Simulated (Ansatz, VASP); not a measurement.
**Rh in VASP and in Ansatz**

```
Rh
1.0
     2.52616    0.00000    0.00000
    -1.26308    2.36510    0.00000
     0.00000    0.00000    4.42849
Rh
2
Cartesian
  1.2631 0.7884 3.3214
  0.0000 1.5767 1.1071
```

Change from the starting cell: strain -0.0750 x Voigt [1, 0, 0, 0, 0, 0], atoms carried along.

Alike in both runs: task single point; functional LDA; k mesh 18 × 18 × 12; occupations methfessel-paxton of order 1, width 0.02 eV; no spin polarisation.

|  | VASP | Ansatz |
| --- | --- | --- |
| version | VASP 6.6.1 | Ansatz 0.2.0 |
| potentials or method | VASP PAW LDA potentials, release 64 (Rh_pv), cutoff 520 eV | scalar-relativistic, plane waves, PAW |
| valence electrons in the cell | 30 | 34 |

|  | VASP | Ansatz | Ansatz less VASP |
| --- | --- | --- | --- |
| gap on the k mesh at the Fermi level (eV) | none | none | - |
| pressure (GPa) | 3.9 | 3.0 | -0.95 |
| traceless stress, the component that is largest in VASP (GPa) | 21.76 | 21.67 | -0.086 |
| rms of the force components (eV/Å) | 0.109 | 0.106 | -0.0026 |

LDA's correlation is that of Perdew and Zunger in VASP and of Perdew and Wang (1992) in Ansatz. Atom by atom the forces differ by 0.003 eV/Å (rms over components). A gap of «none» marks a metal or a gap that the smearing closes. VASP's potentials hold 30 valence electrons a cell and Ansatz's 34, so a difference there can come from the potentials and not from the codes.
